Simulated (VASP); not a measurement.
Set up this calculation in VASP 6.6.1, as the native input.

| Quantity | Value |
| --- | --- |
| Task | single point |
| Functional | r2SCAN |
| Potentials or basis | VASP PAW PBE potentials, release 64 (Mg, O) |
| Cutoff | 520 eV |
| k mesh | 12 × 12 × 6 |
| Occupations | gaussian, width 0.05 eV |
| Spin | no spin polarisation |
| Dipole correction | no |
| Further INCAR settings | ALGO = Normal; EDIFF = 1e-06; NBANDS = 16 |

Crystal: MgO.

```
CELL_PARAMETERS angstrom
3.75314 0.00000 0.00000
-1.87657 3.25031 0.00000
0.00000 0.00000 3.60712
ATOMIC_POSITIONS crystal
Mg 0.66667 0.33333 0.75000
Mg 0.33333 0.66667 0.25000
O 0.66667 0.33333 0.25000
O 0.33333 0.66667 0.75000
```

This cell differs from its parent crystal: ratio of the length along z to the lengths across it x 0.8, volume and fractional coordinates fixed.

One way to write it, as run:

POSCAR

```
MgO
1.0
    3.7531374897      0.0000000000      0.0000000000
   -1.8765687449      3.2503124100      0.0000000000
    0.0000000000      0.0000000000      3.6071162231
Mg O
2 2
Direct
    0.6666666667      0.3333333333      0.7500000000
    0.3333333333      0.6666666667      0.2500000000
    0.6666666667      0.3333333333      0.2500000000
    0.3333333333      0.6666666667      0.7500000000
```

INCAR.step1

```
PREC = Accurate
ENCUT = 520
ISMEAR = 0
SIGMA = 0.05
LREAL = F
LASPH = T
NELM = 80
NBANDS = 16
GGA = PE
ALGO = Normal
EDIFF = 1E-4
LWAVE = T
LCHARG = F
```

INCAR.step2

```
PREC = Accurate
ENCUT = 520
EDIFF = 1E-6
ISMEAR = 0
SIGMA = 0.05
LREAL = F
LASPH = T
NELM = 80
ALGO = Normal
ISIF = 2
LWAVE = F
LCHARG = T
METAGGA = R2SCAN
LMIXTAU = T
LELF = T
LVHAR = T
NBANDS = 16
ISTART = 1
```

KPOINTS

```
regular mesh
0
Gamma
  12 12 6
```

Potentials or basis: VASP PAW PBE potentials, release 64 (Mg, O).

Launch:

```console
$ cat potpaw_PBE.64/Mg/POTCAR potpaw_PBE.64/O/POTCAR > POTCAR
$ cp INCAR.step1 INCAR
$ mpirun -np 1 vasp_std > vasp.out
$ cp INCAR.step2 INCAR
$ mpirun -np 1 vasp_std > vasp.out
```

Results of the run:

```json
{
  "Pressure": "18.1 GPa",
  "Band gap on the k mesh": "3.92 eV (least direct gap 4.17 eV)"
}
```

Caveat: the stress differs along the axes, from -6 to 67 GPa; the PAW data sets were made with another functional, which shifts forces and pressure a little.

Wall time 2.2 min on 1 thread of Intel(R) Xeon(R) 6975P-C (Granite Rapids) (shared host), peak memory 0.19 GiB.
